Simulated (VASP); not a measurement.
Set up this calculation in VASP 6.6.1, as the native input.

```
Task                   : single point
Functional             : PBE
Potentials or basis    : VASP PAW PBE potentials, release 64 (Sr_sv, Cl)
Cutoff                 : 520 eV
k mesh                 : 7 × 7 × 7
Occupations            : fermi-dirac, width 0.05 eV
Spin                   : no spin polarisation
Dipole correction      : no
Further INCAR settings : ALGO = Normal; EDIFF = 1e-06; NBANDS = 19
```

The structure of SrCl2 lies in POSCAR:

```
SrCl2
1.0
    0.0000000000      3.4171392023      3.4171392023
    3.4171392023      0.0000000000      3.4171392023
    3.4171392023      3.4171392023      0.0000000000
Sr Cl
1 2
Direct
    0.0000000000      0.0000000000      0.0000000000
    0.7500000000      0.7500000000      0.7500000000
    0.2500000000      0.2500000000      0.2500000000
```

This cell differs from its parent crystal: volume scaled by 0.94.

The input as run:

INCAR

```
PREC = Accurate
ENCUT = 520
EDIFF = 1E-6
ISMEAR = -1
SIGMA = 0.05
LREAL = False
LASPH = True
NELM = 100
ALGO = Normal
ISIF = 2
LWAVE = False
LCHARG = True
GGA = PE
LELF = True
LVHAR = True
NBANDS = 19
```

KPOINTS

```
regular mesh
0
Gamma
  7 7 7
```

Potentials or basis: VASP PAW PBE potentials, release 64 (Sr_sv, Cl).

Command:

```bash
$ cat potpaw_PBE.64/Sr_sv/POTCAR potpaw_PBE.64/Cl/POTCAR > POTCAR
$ mpirun -np 1 vasp_std > vasp.out
```

Results of the run:

```
Pressure               : 3.8 GPa
Band gap on the k mesh : 5.58 eV, indirect (least direct gap 5.69 eV)
```

It took 13 s on 1 thread of Intel(R) Xeon(R) 6975P-C (Granite Rapids) (shared host), peak memory 0.2 GiB.
